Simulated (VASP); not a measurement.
Input of a VASP 6.6.1 run:

File POSCAR:

```
ZnS
1.0
    0.0000000000      2.6842788780      2.6842788780
    2.6842788780      0.0000000000      2.6842788780
    2.6842788780      2.6842788780      0.0000000000
Zn S
1 1
Direct
    0.7500000000      0.7500000000      0.7500000000
    0.0000000000      0.0000000000      0.0000000000
```

INCAR.step1

```
SYSTEM = ZnS
  ALGO = Normal
  EDIFF = 1E-4
  ENCUT = 520
  GGA = PE
  ISMEAR = -1
  LASPH = .True.
  LCHARG = .False.
  LREAL = .False.
  LWAVE = .True.
  NBANDS = 16
  NELM = 80
  PREC = Accurate
  SIGMA = 0.05
```

File INCAR.step2:

```
SYSTEM = ZnS
  ALGO = Normal
  EDIFF = 1E-6
  ENCUT = 520
  ISIF = 2
  ISMEAR = -1
  ISTART = 1
  IVDW = 13
  LASPH = .True.
  LCHARG = .True.
  LELF = .True.
  LMIXTAU = .True.
  LREAL = .False.
  LVHAR = .True.
  LWAVE = .False.
  METAGGA = R2SCAN
  NBANDS = 16
  NELM = 80
  PREC = Accurate
  SIGMA = 0.05
  VDW_A1 = 0.51559235
  VDW_A2 = 5.77342911
  VDW_S6 = 1.0
  VDW_S8 = 0.6018749
```

The input KPOINTS:

```
k-points
0
Gamma
  9 9 9
  0 0 0
```

Potentials or basis: VASP PAW PBE potentials, release 64 (Zn, S).

Run with:

```sh
$ cat potpaw_PBE.64/Zn/POTCAR potpaw_PBE.64/S/POTCAR > POTCAR
$ cp INCAR.step1 INCAR
$ mpirun -np 1 vasp_std > vasp.out
$ cp INCAR.step2 INCAR
$ mpirun -np 1 vasp_std > vasp.out
```

Task: What does it give for the pressure?

Result: 0.0 GPa.

Task: Estimate the dispersion energy per atom.

Result: -0.117 eV.

Task: Estimate the band gap on the k mesh.

Result: 2.77 eV, direct.

Caveat: the PAW data sets were made with another functional, which shifts forces and pressure a little.

**Experimental background.**

“Electronic, vibrational, and thermodynamic properties of ZnS (zincblende and rocksalt structure)”, 2009, arxiv:0911.5022 quotes, for a bulk crystal of ZnS at 19 K: band gap 3.85 eV (direct).

A measured gap of ZnS is 3.85 eV (direct; 19 K; quoted in “Electronic, vibrational, and thermodynamic properties of ZnS (zincblende and rocksalt structure)”, 2009, arxiv:0911.5022); the calculated 2.77 eV misses it by -1.08 eV. The value is that of r2SCAN+D4, without temperature or zero-point motion.
